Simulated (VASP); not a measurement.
Input of a VASP 6.6.1 run:

Contents of INCAR:

```
PREC = Accurate
ENCUT = 450
EDIFF = 1E-7
ISMEAR = -1
SIGMA = 0.03
LREAL = F
LASPH = T
NELM = 120
ALGO = Normal
ISIF = 2
LWAVE = F
LCHARG = F
GGA = PS
IBRION = 2
NSW = 50
EDIFFG = -0.01
GGA_COMPAT = F
NELMIN = 4
```

File KPOINTS:

```
Automatic mesh
0
Gamma
  8 8 8
```

Contents of POSCAR:

```
AgBr
1.0
    0.0000000000      2.8921694793      2.8921694793
    2.8921694793      0.0000000000      2.8921694793
    2.8921694793      2.8921694793      0.0000000000
Ag Br
1 1
Direct
    0.0000000000      0.0000000000      0.0000000000
    0.5000000000      0.5000000000      0.5000000000
```

Potentials or basis: VASP PAW PBE potentials, release 64 (Ag, Br).

Launch:

```bash
$ cat potpaw_PBE.64/Ag/POTCAR potpaw_PBE.64/Br/POTCAR > POTCAR
$ mpirun -np 1 vasp_std > vasp.out
```

(1) What does it give for the band gap on the k mesh?

## Answers

(1) 0.51 eV, indirect (least direct gap 2.38 eV).

Caveat: the relaxation stopped at its first step, so nothing moved.
